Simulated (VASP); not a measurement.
Set up this calculation in VASP 6.6.1, as the native input.

```yaml
Task: single point
Functional: PBE
Potentials_or_basis: VASP PAW PBE potentials, release 64 (Li_sv, Nb_sv, P)
Cutoff: 520 eV
k_mesh: 8 × 8 × 8
Occupations: gaussian, width 0.1 eV
Spin: no spin polarisation
Dipole_correction: no
Further_INCAR_settings: ALGO = Normal; EDIFF = 1e-07; NBANDS = 32
```

The structure of LiNb3P lies in POSCAR:

```
LiNb3P
1.0
    4.6569177260      0.0000000000      0.0000000000
    0.0000000000      4.6569177260      0.0000000000
    0.0000000000      0.0000000000      4.6569177260
Li Nb P
1 3 1
Direct
    0.0000000000      0.0000000000      0.0000000000
    0.0000000000      0.5000000000      0.5000000000
    0.5000000000      0.0000000000      0.5000000000
    0.5000000000      0.5000000000      0.0000000000
    0.5000000000      0.5000000000      0.5000000000
```

One way to write it, as run:

INCAR

```
SYSTEM = LiNb3P
PREC = Accurate
ENCUT = 520
EDIFF = 1E-7
ISMEAR = 0
SIGMA = 0.1
LREAL = .FALSE.
LASPH = .TRUE.
NELM = 60
ALGO = Normal
ISIF = 2
LWAVE = .FALSE.
LCHARG = .FALSE.
GGA = PE
NBANDS = 32
```

KPOINTS

```
regular mesh
0
G
  8 8 8
  0 0 0
```

Potentials or basis: VASP PAW PBE potentials, release 64 (Li_sv, Nb_sv, P).

The run is started by

```bash
$ cat potpaw_PBE.64/Li_sv/POTCAR potpaw_PBE.64/Nb_sv/POTCAR potpaw_PBE.64/P/POTCAR > POTCAR
$ mpirun -np 1 vasp_std > vasp.out
```

It took 45 s on 1 thread of Intel(R) Xeon(R) 6975P-C (Granite Rapids), on a shared host, peak memory 0.25 GiB.
